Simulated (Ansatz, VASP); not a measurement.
# Two plane-wave programs on Si3Sb

```
Si Sb
1.0
     4.22001    0.00000    0.00000
     0.00000    4.22001    0.00000
     0.00000    0.00000    4.22001
Si Sb
3 1
Direct
  0.00000 0.50000 0.50000
  0.50000 0.00000 0.50000
  0.50000 0.50000 0.00000
  0.00000 0.00000 0.00000
```

Alike in both runs: functional PBE; k mesh 4 × 4 × 4; occupations gaussian, width 0.1 eV; no spin polarisation.

Ansatz relaxed the structure, and its values are those at the end. VASP's run is a single point on that final structure, the one shown.

|  | VASP | Ansatz |
| --- | --- | --- |
| version | VASP 6.6.1 | Ansatz 0.2.0 |
| potentials or method | VASP PAW PBE potentials, release 64 (Si, Sb), cutoff 520 eV | scalar-relativistic, plane waves, PAW |
| valence electrons in the cell | 17 | 27 |

```csv
,VASP,Ansatz,Ansatz less VASP
gap on the k mesh at the Fermi level (eV),none,none,-
pressure (GPa),0.0,0.0,0.00
```

A gap of «none» marks a metal or a gap that the smearing closes. The functional is the same, so the differences come from potentials, cutoffs and numerics. VASP's potentials hold 17 valence electrons a cell and Ansatz's 27, so a difference there can come from the potentials and not from the codes.

The k mesh is coarse, so the values compare programs but aren't converged. Neither program's run includes spin-orbit coupling.
